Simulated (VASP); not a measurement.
Write the native input for VASP 6.6.1 that does the following.

```yaml
Task: single point
Functional: LDA
Potentials_or_basis: VASP PAW LDA potentials, release 64 (B, N)
Cutoff: 520 eV
k_mesh: 12 × 12 × 4
Occupations: gaussian, width 0.05 eV
Spin: no spin polarisation
Dipole_correction: no
Further_INCAR_settings: ALGO = Normal; EDIFF = 1e-06; NBANDS = 16
```

The structure of BN lies in POSCAR:

```
BN
1.0
    2.6707478959      0.0000000000      0.0000000000
   -1.3353739480      2.1549757989      0.0000000000
    0.0000000000      0.0000000000      5.7807916289
B N
2 2
Direct
    0.3458575302      0.6917150605      0.2500000000
    0.6541424698      0.3082849395      0.7500000000
    0.3172822962      0.6345645924      0.7500000000
    0.6827177038      0.3654354076      0.2500000000
```

This cell differs from its parent crystal: normal strain along x +0.0733, normal strain along z -0.1100.

These files were run (other wordings do the same):

INCAR

```
PREC     = Accurate       # precision mode
ENCUT    = 520            # plane-wave cutoff, eV
EDIFF    = 1E-6           # SCF threshold, eV
ISMEAR   = 0              # smearing method
SIGMA    = 0.05           # smearing width, eV
LREAL    = False          # projectors in reciprocal space
LASPH    = True           # aspherical terms in the spheres
NELM     = 100            # most SCF steps
ALGO     = Normal         # electronic algorithm
ISIF     = 2              # what is computed and relaxed
LWAVE    = False          # write WAVECAR
LCHARG   = False          # write CHGCAR
NBANDS   = 16             # bands
```

KPOINTS

```
Automatic mesh
0
Gamma
  12 12 4
```

Potentials or basis: VASP PAW LDA potentials, release 64 (B, N).

The run is started by

```bash
$ cat potpaw_LDA.64/B/POTCAR potpaw_LDA.64/N/POTCAR > POTCAR
$ mpirun -np 1 vasp_std > vasp.out
```

It gave:

```json
{
  "Pressure": "-22.4 GPa",
  "Largest force": "0.014 eV/Å",
  "Band gap on the k mesh": "3.47 eV, indirect (least direct gap 3.58 eV)"
}
```

Caveat: the cell differs from its parent crystal (normal strain along x +0.0733, normal strain along z -0.1100).

Run time: 32 s on 1 thread of AMD EPYC 9R45 96-Core Processor (Zen 5), on a shared host, peak memory 0.13 GiB.
